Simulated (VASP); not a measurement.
Runs of VASP 6.6.1 on CoO. Symmetry: R-3m, No. 166, trigonal system. Conventional cell: a = 3.011 Å, b = 3.011 Å, c = 7.320 Å, α = 90.00°, β = 90.00°, γ = 120.00°. Co (site symmetry -3m) has 6 O at 2.12 Å within 2.8 Å. Within 2.8 Å of O (site symmetry -3m) lie 6 Co at 2.12 Å. 

| potentials or basis | spin | fixed moment (μB) | k mesh | cutoff (eV) | smearing | gap on the mesh (eV) | pressure (GPa) | moment (μB) |
| --- | --- | --- | --- | --- | --- | --- | --- | --- |
| VASP PAW PBE potentials, release 64 (Co, O) | collinear, ferromagnetic start | - | 18 × 18 × 18 | 520 | gaussian 0.1 eV | none | -9.7 | 2.93 |
| VASP PAW PBE potentials, release 64 (Co, O) | collinear, zero start | 0.0 | 18 × 18 × 18 | 520 | gaussian 0.1 eV | - | (b) | 0.00 |
| VASP PAW PBE potentials, release 64 (Co_sv, O_h) | collinear, ferromagnetic start | - | 9 × 9 × 9 | 1340 | gaussian 0.01 eV | none | -9.5 | (a) |
| VASP PAW PBE potentials, release 64 (Co, O) | collinear, ferromagnetic start | 3.0 | 18 × 18 × 18 | 520 | gaussian 0.1 eV | - | -8.9 | 3.00 |
| VASP PAW PBE potentials, release 64 (Co, O) | collinear, ferromagnetic start | 2.0 | 18 × 18 × 18 | 520 | gaussian 0.1 eV | - | -17.8 | 2.00 |

Alike in all rows: task single point; level PBEsol; cell as given.

**Question.** Fill in the values left out.

**Answer.** (a) 2.99; (b) -27.5.

Caveats: the cell stands under tension; the PAW data sets were made with another functional, which shifts forces and pressure a little; a cell with one magnetic atom can't hold antiferromagnetic order, which such compounds often take (at least some runs); semilocal functionals often make such compounds metallic where correlation or magnetic order opens a gap, which also shifts bond lengths (at least some runs); the total moment is fixed, so each spin has its own Fermi level and the state may be an excited one (at least some runs); the total moment is fixed, so each spin has its own Fermi level (at least some runs).

A gap of «none» marks levels without a gap at the run's occupations.

The runs don't all hold the same shells in valence.
